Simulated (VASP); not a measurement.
Here is a VASP 6.6.1 calculation.

The input INCAR:

```
SYSTEM = Se
PREC = Accurate
ENCUT = 520
EDIFF = 1E-6
ISMEAR = 0
SIGMA = 0.03
LREAL = .False.
LASPH = .True.
NELM = 80
ALGO = Normal
ISIF = 2
LWAVE = .False.
LCHARG = .True.
GGA = PS
IVDW = 12
LELF = .True.
LVHAR = .True.
NBANDS = 16
```

Contents of KPOINTS:

```
Automatic mesh
0
Gamma
  12 12 8
  0 0 0
```

POSCAR

```
Se
1.0
    3.9758927057      0.0000000000      0.0000000000
   -1.9879463528      3.4432240858      0.0000000000
    0.0000000000      0.0000000000      4.9086371344
Se
3
Direct
    0.2396386035      0.0000000000      0.3333333333
    0.0000000000      0.2396386035      0.6666666667
    0.7603613965      0.7603613965      0.0000000000
```

Potentials or basis: VASP PAW PBE potentials, release 64 (Se).

The run is started by

```console
$ cat potpaw_PBE.64/Se/POTCAR > POTCAR
$ mpirun -np 1 vasp_std > vasp.out
```

Q: Predict the dispersion energy per atom.

A: -0.336 eV.

Q: Estimate the pressure.

A: 7.0 GPa.

Q: Estimate the band gap on the k mesh.

A: 0.58 eV (least direct gap 0.68 eV).

Forces in eV/Å, atoms in the order of the input:
```
Se   1.253  0.000  0.000
Se  -0.627  1.085  0.000
Se  -0.627 -1.085  0.000
```

Caveat: the stress differs along the axes, from 5 to 11 GPa; semilocal functionals underestimate gaps, and a narrow one can read as zero; the PAW data sets were made with another functional, which shifts forces and pressure a little. A k mesh can miss the band edges.
